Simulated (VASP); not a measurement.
# In (P6_3/mmc) in VASP: notebook

Runs on In. Level: PBE. Tasks: single point, relaxation of cell and atoms.

All numbers are computed with VASP 6.6.1; they aren't measurements. Logs are shortened: lines on timing, memory, paths and dates and some standing lists are left out, and cuts for length are marked.

## (1) The cell of the first run

Symmetry: P6_3/mmc, No. 194, hexagonal system. The conventional cell has a = 3.289 Å, b = 3.289 Å, c = 5.978 Å, α = 90.00°, β = 90.00°, γ = 120.00°. In (site symmetry -6m2) has 12 In at 3.29 to 3.54 Å within 4.3 Å.

## (2) Single point, PBE

File INCAR:

```
PREC = Accurate
ENCUT = 500
EDIFF = 1E-6
ISMEAR = 0
SIGMA = 0.05
LREAL = False
LASPH = True
NELM = 120
ALGO = Normal
ISIF = 2
LWAVE = False
LCHARG = False
GGA = PE
NBANDS = 20
GGA_COMPAT = False
```

File KPOINTS:

```
regular mesh
0
Gamma
  8 8 4
```

File POSCAR:

```
In
1.0
    3.2894804272      0.0000000000      0.0000000000
   -1.6447402136      2.8487736152      0.0000000000
    0.0000000000      0.0000000000      5.9776340230
In
2
Direct
    0.3333333333      0.6666666667      0.7500000000
    0.6666666667      0.3333333333      0.2500000000
```

Potentials or basis: VASP PAW PBE potentials, release 64 (In_d).

On the command line:

```sh
$ cat potpaw_PBE.64/In_d/POTCAR > POTCAR
$ mpirun -np 1 vasp_std > vasp.out
```

OUTCAR:

```text
PREC = Accurate
   ENCUT = 500
   EDIFF = 1E-6
   ISMEAR = 0
   LREAL = False
   LASPH = True
   NELM = 120
   ISIF = 2
   GGA = PE

 ion  position               nearest neighbor table
   1  0.333  0.667  0.750-   2 3.54   2 3.54   2 3.54   2 3.54   2 3.54   2 3.54
   2  0.667  0.333  0.250-   1 3.54   1 3.54   1 3.54   1 3.54   1 3.54   1 3.54

  LATTYP: Found a hexagonal cell.
 ALAT       =     3.2894804272
 C/A-ratio  =     1.8171970180

  Lattice vectors:

 A1 = (   3.2894804272,   0.0000000000,   0.0000000000)
 A2 = (  -1.6447402136,   2.8487736152,   0.0000000000)
 A3 = (   0.0000000000,   0.0000000000,   5.9776340230)

Analysis of symmetry for initial positions (statically):
=====================================================================
 Subroutine PRICEL returns:
 Original cell was already a primitive cell.

 Routine SETGRP: Setting up the symmetry group for a
 hexagonal supercell.

 Subroutine GETGRP returns: Found 24 space group operations
 (whereof 12 operations were pure point group operations)
 out of a pool of 24 trial point group operations.

The static configuration has the point symmetry D_3d.
 The point group associated with its full space group is D_6h.

Analysis of symmetry for dynamics (positions and initial velocities):
=====================================================================
 Subroutine PRICEL returns:
 Original cell was already a primitive cell.

 Routine SETGRP: Setting up the symmetry group for a
 hexagonal supercell.

 Subroutine GETGRP returns: Found 24 space group operations
 (whereof 12 operations were pure point group operations)
 out of a pool of 24 trial point group operations.

The dynamic configuration has the point symmetry D_3d.
 The point group associated with its full space group is D_6h.

 Subroutine INISYM returns: Found 24 space group operations
 (whereof 12 operations are pure point group operations),
 and found     1 'primitive' translations

----------------------------------------------------------------------------------------

                                     Primitive cell

  volume of cell :      56.0163

  direct lattice vectors                    reciprocal lattice vectors
     3.289480427  0.000000000  0.000000000     0.303999377  0.175514122  0.000000000
    -1.644740214  2.848773615  0.000000000     0.000000000  0.351028244  0.000000000
     0.000000000  0.000000000  5.977634023     0.000000000  0.000000000  0.167290268
[... 68 lines left out ...]
   total plane-waves  NPLWV =  27648
   dimension x,y,z NGX =    24 NGY =   24 NGZ =   48
   dimension x,y,z NGXF=    48 NGYF=   48 NGZF=   96
   ions per type =               2
   NGX,Y,Z   is equivalent  to a cutoff of  12.13, 12.13, 13.35 a.u.
   NGXF,Y,Z  is equivalent  to a cutoff of  24.26, 24.26, 26.70 a.u.
 SYSTEM =  unknown system
   PREC   = accura    normal or accurate (medium, high low for compatibility)
   ISTART =      0    job   : 0-new  1-cont  2-samecut
   ICHARG =      2    charge: 1-file 2-atom 10-const
   ISPIN  =      1    spin polarized calculation?
   LNONCOLLINEAR =      F non collinear calculations
   LSORBIT =      F    spin-orbit coupling
   LASPH  =      T    aspherical Exc in radial PAW
   ENCUT  =  500.0 eV  36.75 Ry    6.06 a.u.   6.00  6.00 10.90*2*pi/ulx,y,z
   NELM   =    120;   NELMIN=  2; NELMDL= -5     # of ELM steps
   EDIFF  = 0.1E-05   stopping-criterion for ELM
   LREAL  =      F    real-space projection
[... 7 lines left out ...]
   TEBEG  =    0.0;   TEEND  =   0.0 temperature during run
   PSTRESS=    0.0 pullay stress
   NELECT =      26.0000    total number of electrons
   NUPDOWN=      -1.0000    fix difference up-down
   EMIN   =  10.00;   EMAX   =-10.00  energy-range for DOS
   EFERMI =   0.00;   METHOD = LEGACY
   ISMEAR =     0;   SIGMA  =   0.05  broadening in eV -4-tet -1-fermi 0-gaus
   EFERMI_NEDOS =   21; number of points for ismear=-14 and -15
   IALGO  =     38    algorithm
   IMIX   =      4    mixing-type and parameters
     AMIX     =   0.40;   BMIX     =  1.00
     AMIX_MAG =   1.60;   BMIX_MAG =  1.00
  volume/ion in A,a.u.               =      28.01       189.01
  Fermi-wavevector in a.u.,A,eV,Ry     =   1.267538  2.395300 21.859846  1.606653
  Thomas-Fermi vector in A             =   2.400681
   LORBIT       =      0    0 simple, 1 ext, 2 COOP (PROOUT), +10 PAW based schemes
   GGA     = PE    functional components
   LHFCALC =     F    Hartree Fock is set to
   AEXX    =    0.0000 exact exchange contribution
   IVDW    =     0    specifies the selected vdW correction
   LEPSILON=     F    determine dielectric tensor
   LRPA    =     F    only Hartree local field effects (RPA)
 non-spin polarized calculation
 Gauss-broadening in eV      SIGMA  =   0.05
  energy-cutoff  :      500.00
  volume of cell :       56.02
 maximum number of plane-waves:      1442
 NGX is ok and might be reduce to    24
   NGX = 11   NGY = 11   NGZ = 21

 number of electron      26.0000026 magnetization

 Free energy of the ion-electron system (eV)
  ---------------------------------------------------
  ext. energy  EPLUGINS =         0.00000000
  ---------------------------------------------------
  free energy    TOTEN  =        -5.06856123 eV

  energy without entropy =       -5.06468798  energy(sigma->0) =       -5.06662460

 E-fermi :   6.8059     XC(G=0):  -9.9247

 val. band max:        6.7928673170   @ k =   0.3750  -0.0000   0.5000
 cond. band min:       6.8085111323   @ k =   0.3750   0.1250   0.2500
 fundamental gap:      0.0156438153
 Fermi energy:         6.8058519590

 k-point     1 :       0.0000    0.0000    0.0000
  band No.  band energies     occupation
      1      -7.8743      2.00000
      2      -7.8714      2.00000
      3      -7.7965      2.00000
      4      -7.7965      2.00000
      5      -7.7816      2.00000
      6      -7.7816      2.00000
[... 541 lines left out ...]
     19      15.7723      0.00000
     20      15.7723      0.00000

 [... further k-points ...]
[... 5 lines left out ...]
  --------------------------------------------------------------------------------------
  -------------------------------------------------------------------------------------
  Total       -0.0340012     -0.0340012      0.0289780      0.0000000      0.0000000      0.0000000
  in kB       -0.9725026     -0.9725026      0.8288292      0.0000000      0.0000000      0.0000000
  external PRESSURE =      -0.3720587 kB  Pullay stress =       0.0000000 kB

 VOLUME and BASIS-vectors are now :
 -----------------------------------------------------------------------------
  energy-cutoff  :      500.00
  volume of cell :       56.02
      direct lattice vectors                 reciprocal lattice vectors
     3.289480427  0.000000000  0.000000000     0.303999377  0.175514122  0.000000000
    -1.644740214  2.848773615  0.000000000     0.000000000  0.351028244  0.000000000
     0.000000000  0.000000000  5.977634023     0.000000000  0.000000000  0.167290268

 POSITION                                       TOTAL-FORCE (eV/Angst)
 -----------------------------------------------------------------------------------
     -0.00000      1.89918      4.48323         0.000000      0.000000      0.000000
      1.64474      0.94959      1.49441         0.000000     -0.000000      0.000000
 -----------------------------------------------------------------------------------
    total drift:                                0.000000     -0.000000      0.000000

  FREE ENERGIE OF THE ION-ELECTRON SYSTEM (eV)
  ---------------------------------------------------
  free  energy   TOTEN  =        -5.0685612296 eV

  energy  without entropy=       -5.0646879778  energy(sigma->0) =       -5.06662460
```

OSZICAR:

```text
N       E                     dE             d eps       ncg     rms          rms(c)
DAV:   1     0.210825155361E+03    0.21083E+03   -0.13032E+04  1200   0.174E+03
DAV:   2     0.105492899034E+02   -0.20028E+03   -0.19672E+03  1208   0.371E+02
DAV:   3    -0.463482586197E+01   -0.15184E+02   -0.15087E+02  1400   0.117E+02
DAV:   4    -0.508857423387E+01   -0.45375E+00   -0.45347E+00  1440   0.223E+01
DAV:   5    -0.511527153763E+01   -0.26697E-01   -0.26696E-01  1780   0.451E+00    0.304E+00
DAV:   6    -0.507653817506E+01    0.38733E-01   -0.75582E-02  1640   0.433E+00    0.136E+00
DAV:   7    -0.506900899180E+01    0.75292E-02   -0.20481E-02  1644   0.205E+00    0.351E-01
DAV:   8    -0.506853114697E+01    0.47784E-03   -0.14265E-03  1352   0.430E-01    0.556E-02
DAV:   9    -0.506855426108E+01   -0.23114E-04   -0.12405E-04  1876   0.132E-01    0.274E-02
DAV:  10    -0.506856026913E+01   -0.60080E-05   -0.10014E-05  1632   0.411E-02    0.614E-03
DAV:  11    -0.506856122964E+01   -0.96051E-06   -0.10079E-06   836   0.121E-02
   1 F= -.50685612E+01 E0= -.50666246E+01  d E =-.387325E-02
```

Wall time 18 s (1 thread of Intel Xeon 6975P-C, shared host); peak memory 0.17 GiB.

What came out:

- Free energy: -5.0686 eV
- Pressure: 0.0 GPa
- Band gap on the k mesh: zero (band 13 reaches 9.30 eV, above the bottom of band 14 at 4.33 eV)

Levels at points of the mesh, in eV from the Fermi level:
```csv
k point,band 11,band 12,band 13,band 14,band 15,band 16
"(0.00, 0.00, 0.00)",-9.14,-5.36,-3.40,7.66,9.21,9.21
"(0.50, 0.00, 0.00)",-4.34,-3.72,-0.58,-0.34,0.96,2.76
"(0.00, 0.00, 0.50)",-8.01,-8.01,1.48,1.48,9.99,9.99
"(0.50, 0.00, 0.50)",-3.32,-3.32,-2.48,-2.48,5.00,5.00
```

Caveat: spin-orbit coupling is left out, which moves the levels of the heavy elements.

## (3) Relaxation of cell and atoms, PBE

This run uses another cell than the first one, of 26.16 Å³/atom, 0.934 times its volume.

File INCAR:

```
SYSTEM = In
ALGO = Normal
EDIFF = 1E-7
EDIFFG = -0.03
ENCUT = 500
GGA = PE
GGA_COMPAT = .False.
IBRION = 2
ISIF = 3
ISMEAR = 0
LASPH = .True.
LCHARG = .False.
LREAL = .False.
LWAVE = .False.
NELM = 120
NELMIN = 4
NSW = 80
PREC = Accurate
SIGMA = 0.05
```

File KPOINTS:

```
k-points
0
Gamma
  8 8 4
  0 0 0
```

File POSCAR:

```
In
1.0
    3.3318057898      0.0000000000      0.0000000000
   -1.6659028949      2.8854284544      0.0000000000
    0.0000000000      0.0000000000      5.4419494566
In
2
Direct
    0.3333333333      0.6666666667      0.7500000000
    0.6666666667      0.3333333333      0.2500000000
```

Potentials or basis: VASP PAW PBE potentials, release 64 (In_d).

On the command line:

```sh
$ cat potpaw_PBE.64/In_d/POTCAR > POTCAR
$ mpirun -np 1 vasp_std > vasp.out
```

OUTCAR:

```text
SYSTEM = In
   EDIFF = 1E-7
   EDIFFG = -0.03
   ENCUT = 500
   GGA = PE
   IBRION = 2
   ISIF = 3
   ISMEAR = 0
   LASPH = .True.
   LREAL = .False.
   NELM = 120
   NELMIN = 4
   NSW = 80
   PREC = Accurate

 ion  position               nearest neighbor table
   1  0.333  0.667  0.750-   2 3.33   2 3.33   2 3.33   2 3.33   2 3.33   2 3.33
   2  0.667  0.333  0.250-   1 3.33   1 3.33   1 3.33   1 3.33   1 3.33   1 3.33

  LATTYP: Found a hexagonal cell.
 ALAT       =     3.3318057898
 C/A-ratio  =     1.6333333333

  Lattice vectors:

 A1 = (   3.3318057898,   0.0000000000,   0.0000000000)
 A2 = (  -1.6659028949,   2.8854284544,   0.0000000000)
 A3 = (   0.0000000000,   0.0000000000,   5.4419494566)

Analysis of symmetry for initial positions (statically):
=====================================================================
 Subroutine PRICEL returns:
 Original cell was already a primitive cell.

 Routine SETGRP: Setting up the symmetry group for a
 hexagonal supercell.

 Subroutine GETGRP returns: Found 24 space group operations
 (whereof 12 operations were pure point group operations)
 out of a pool of 24 trial point group operations.

The static configuration has the point symmetry D_3d.
 The point group associated with its full space group is D_6h.

Analysis of symmetry for dynamics (positions and initial velocities):
=====================================================================
 Subroutine PRICEL returns:
 Original cell was already a primitive cell.

 Routine SETGRP: Setting up the symmetry group for a
 hexagonal supercell.

 Subroutine GETGRP returns: Found 24 space group operations
 (whereof 12 operations were pure point group operations)
 out of a pool of 24 trial point group operations.

The dynamic configuration has the point symmetry D_3d.
 The point group associated with its full space group is D_6h.

 Subroutine INISYM returns: Found 24 space group operations
 (whereof 12 operations are pure point group operations),
 and found     1 'primitive' translations

[... 134 lines left out ...]

 number of electron      25.9999978 magnetization

 Free energy of the ion-electron system (eV)
  ---------------------------------------------------
  ext. energy  EPLUGINS =         0.00000000
  ---------------------------------------------------
  free energy    TOTEN  =        -4.99680531 eV

  energy without entropy =       -4.99310571  energy(sigma->0) =       -4.99495551

------------------------ aborting loop because EDIFF is reached ----------------------------------------

  FORCE on cell =-STRESS in cart. coord.  units (eV):
  Direction    XX          YY          ZZ          XY          YZ          ZX
  --------------------------------------------------------------------------------------
  -------------------------------------------------------------------------------------
  Total        0.6960765      0.6960765      0.7646551      0.0000000     -0.0000000      0.0000000
  in kB       21.3168503     21.3168503     23.4170221      0.0000000     -0.0000000      0.0000000
  external PRESSURE =      22.0169076 kB  Pullay stress =       0.0000000 kB
[... 23 lines left out ...]
--------------------------------------- Ionic step        2  -------------------------------------------

 number of electron      25.9999983 magnetization

 E-fermi :   7.0385     XC(G=0): -10.0116

 val. band max:        7.0062128911   @ k =   0.5000   0.0000   0.0000
 cond. band min:       7.0692063121   @ k =   0.3750   0.1250   0.2500
 fundamental gap:      0.0629934211
 Fermi energy:         7.0384877574

 k-point     1 :       0.0000    0.0000    0.0000
  band No.  band energies     occupation
      1      -7.6847      2.00000
      2      -7.6365      2.00000
      3      -7.5999      2.00000
      4      -7.5999      2.00000
      5      -7.5754      2.00000
      6      -7.5754      2.00000
[... 536 lines left out ...]
  FREE ENERGIE OF THE ION-ELECTRON SYSTEM (eV)
  ---------------------------------------------------
  free  energy   TOTEN  =        -5.0176033814 eV

  energy  without entropy=       -5.0153784247  energy(sigma->0) =       -5.01649090

[... ionic steps 4 to 8 ...]

--------------------------------------- Ionic step        9  -------------------------------------------

 number of electron      25.9999997 magnetization

------------------------ aborting loop because EDIFF is reached ----------------------------------------
[... 67 lines left out ...]
--------------------------------------- Ionic step       11  -------------------------------------------

 number of electron      26.0000036 magnetization

 Free energy of the ion-electron system (eV)
  ---------------------------------------------------
  ext. energy  EPLUGINS =         0.00000000
  ---------------------------------------------------
  free energy    TOTEN  =        -5.06783535 eV

  energy without entropy =       -5.06388033  energy(sigma->0) =       -5.06585784

 E-fermi :   6.7497     XC(G=0):  -9.8997

 val. band max:        6.7480935657   @ k =   0.3750   0.1250   0.2500
 cond. band min:       6.9578159536   @ k =   0.3750   0.2500   0.2500
 fundamental gap:      0.2097223879
 Fermi energy:         6.7497025469

 k-point     1 :       0.0000    0.0000    0.0000
  band No.  band energies     occupation
      1      -7.9279      2.00000
      2      -7.9233      2.00000
      3      -7.8491      2.00000
      4      -7.8491      2.00000
      5      -7.8347      2.00000
      6      -7.8347      2.00000
[... 500 lines left out ...]
  FREE ENERGIE OF THE ION-ELECTRON SYSTEM (eV)
  ---------------------------------------------------
  free  energy   TOTEN  =        -5.0678353453 eV

  energy  without entropy=       -5.0638803254  energy(sigma->0) =       -5.06585784

 reached required accuracy - stopping structural energy minimisation
```

It took 2.5 min on 1 thread of Intel Xeon 6975P-C, shared host; peak memory 0.17 GiB.

Results:

| Property | Result |
| --- | --- |
| Free energy | -5.0678 eV |
| Relaxed volume | 28.16 Å³/atom |
| Relaxed cell | a = 3.291 Å, b = 3.291 Å, c = 6.002 Å, α = 90.00°, β = 90.00°, γ = 120.00° |
| Space group after relaxing (to 0.05 Å) | P6_3/mmc (No. 194) |
| Energy gained by relaxing | 35.5 meV/atom |
| Ionic steps | 11 |
| Pressure after relaxing | -0.2 GPa |
| Band gap on the k mesh | zero (band 13 reaches 9.20 eV, above the bottom of band 14 at 4.29 eV) |

Step by step:
```tsv
step	energy change (eV)	largest force (eV/Å)	pressure (GPa)	volume (Å³)
1	0.0000	0.0000	2.20	52.32
2	-0.0204	0.0000	0.28	55.09
3	-0.0208	0.0000	-0.08	55.67
4	-0.0208	0.0000	-0.01	55.56
5	-0.0215	0.0000	-0.03	55.61
6	-0.0242	0.0000	-0.23	55.70
7	-0.0349	0.0000	-0.40	55.86
8	-0.0625	0.0000	-0.22	56.14
9	-0.0496	0.0000	0.30	56.52
10	-0.0710	0.0000	-0.14	56.32
11	-0.0710	0.0000	-0.16	56.31
```

Final structure:
```
In
1.0
     3.29149    0.00000    0.00000
    -1.64574    2.85051    0.00000
     0.00000    0.00000    6.00198
In
2
Cartesian
  0.0000 1.9003 4.5015
  1.6457 0.9502 1.5005
```

Caveat: spin-orbit coupling is left out, which moves the levels of the heavy elements.
